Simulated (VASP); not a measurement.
# Pt: relaxation of cell and atoms with PBEsol

Crystal: Pt.

```
Pt
1.0
     0.00000    1.96090    1.96090
     1.96090    0.00000    1.96090
     1.96090    1.96090    0.00000
Pt
1
Direct
  0.00000 0.00000 0.00000
```

```yaml
Program: VASP 6.6.1
Task: relaxation of cell and atoms
Functional: PBEsol
Potentials_or_basis: VASP PAW PBE potentials, release 64 (Pt)
Cutoff: 600 eV
k_mesh: 10 × 10 × 10
Occupations: fermi-dirac, width 0.05 eV
Spin: no spin polarisation
Dipole_correction: no
Further_INCAR_settings: ALGO = Normal; EDIFF = 1e-06; IBRION = 2; EDIFFG = -0.02; NSW = 80; ISIF = 3
```

- Relaxed volume: 15.03 Å³/atom
- Relaxed cell: a = 2.770 Å, b = 2.770 Å, c = 2.770 Å, α = 60.00°, β = 60.00°, γ = 60.00°
- Space group after relaxing (to 0.05 Å): Fm-3m (No. 225)
- Energy gained by relaxing: 0.1 meV/atom
- Ionic steps: 3
- Pressure after relaxing: 0.0 GPa
- Band gap on the k mesh: zero (band 5 reaches 11.66 eV, above the bottom of band 6 at 9.45 eV)

Step by step:
```csv
step,energy change (eV),largest force (eV/Å),pressure (GPa),volume (Å³)
1,0.0000,0.0000,-0.92,15.08
2,0.0010,0.0000,2.77,14.89
3,-0.0001,0.0000,0.03,15.03
```

Final structure:
```
Pt
1.0
     0.00000    1.95879    1.95879
     1.95879    0.00000    1.95879
     1.95879    1.95879    0.00000
Pt
1
Direct
  0.00000 0.00000 0.00000
```

Levels at points of the mesh, in eV from the Fermi level:
| k point | band 1 | band 2 | band 3 | band 4 | band 5 | band 6 | band 7 | band 8 | band 9 |
| --- | --- | --- | --- | --- | --- | --- | --- | --- | --- |
| (0.00, 0.00, 0.00) | -10.35 | -3.84 | -3.84 | -3.84 | -1.65 | -1.65 | 14.60 | 19.57 | 19.57 |
| (0.50, 0.00, 0.00) | -7.42 | -3.90 | -3.90 | -0.58 | 0.03 | 0.03 | 5.81 | 14.15 | 18.95 |
| (0.50, 0.50, 0.00) | -7.16 | -6.70 | 0.00 | 0.48 | 0.48 | 1.68 | 8.85 | 11.33 | 11.33 |

It took 14 s on 1 thread of Intel(R) Xeon(R) Platinum 8259CL CPU @ 2.50GHz (Skylake/Cascade Lake), with other jobs on the host, peak memory 0.14 GiB.

Caveat: the PAW data sets were made with another functional, which shifts forces and pressure a little; spin-orbit coupling is left out, which moves the levels of the heavy elements.
